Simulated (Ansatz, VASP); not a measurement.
**Cu3Hg: VASP beside Ansatz**

```
Cu Hg
1.0
     0.00000    3.06294    3.06294
     3.06294    0.00000    3.06294
     3.06294    3.06294    0.00000
Cu Hg
3 1
Direct
  0.25000 0.25000 0.25000
  0.75000 0.75000 0.75000
  0.50000 0.50000 0.50000
  0.00000 0.00000 0.00000
```

Alike in both runs: functional PBE; k mesh 12 × 12 × 12; occupations gaussian, width 0.1 eV; no spin polarisation.

Ansatz relaxed the structure, and its values are those at the end. VASP's run is a single point on that final structure, the one shown.

|  | VASP | Ansatz |
| --- | --- | --- |
| version | VASP 6.6.1 | Ansatz 0.2.0 |
| potentials or method | VASP PAW PBE potentials, release 64 (Cu, Hg), cutoff 520 eV | scalar-relativistic, plane waves, PAW |
| valence electrons in the cell | 45 | 77 |

```tsv
	VASP	Ansatz	Ansatz less VASP
gap on the k mesh at the Fermi level (eV)	none	none	-
pressure (GPa)	0.6	0.0	-0.66
```

A gap of «none» marks a metal or a gap that the smearing closes. With one functional, cell and mesh, what is left measures potentials, basis and numerics. VASP's potentials hold 45 valence electrons a cell and Ansatz's 77, so a difference there can come from the potentials and not from the codes.

Neither program's run includes spin-orbit coupling.
